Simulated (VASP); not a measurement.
Wanted: the native input for a VASP 6.6.1 run.

```yaml
Task: single point
Functional: PBE
Potentials_or_basis: VASP PAW PBE potentials, release 64 (Nb_sv)
Cutoff: 520 eV
k_mesh: 11 × 11 × 11
Occupations: fermi-dirac, width 0.05 eV
Spin: no spin polarisation
Dipole_correction: no
Further_INCAR_settings: ALGO = Fast; EDIFF = 1e-06; NBANDS = 12
```

The structure of Nb lies in POSCAR:

```
Nb
1.0
    0.0000000000      2.0718246199      2.0718246199
    2.0718246199      0.0000000000      2.0718246199
    2.0718246199      2.0718246199      0.0000000000
Nb
1
Direct
    0.0000000000      0.0000000000      0.0000000000
```

These files were run (other wordings do the same):

INCAR

```
  PREC = Accurate
  ENCUT = 520
  EDIFF = 1E-6
  ISMEAR = -1
  SIGMA = 0.05
  LREAL = F
  LASPH = T
  NELM = 60
  ALGO = Fast
  ISIF = 2
  LWAVE = F
  LCHARG = F
  GGA = PE
  NBANDS = 12
```

KPOINTS

```
regular mesh
0
Gamma
  11 11 11
```

Potentials or basis: VASP PAW PBE potentials, release 64 (Nb_sv).

Launch:

```console
$ cat potpaw_PBE.64/Nb_sv/POTCAR > POTCAR
$ mpirun -np 1 vasp_std > vasp.out
```

Results of the run:

* Pressure: 8.9 GPa

Run time: 19 s on 1 thread of AMD EPYC 9R14 (Zen 4), on a shared host, peak memory 0.11 GiB.
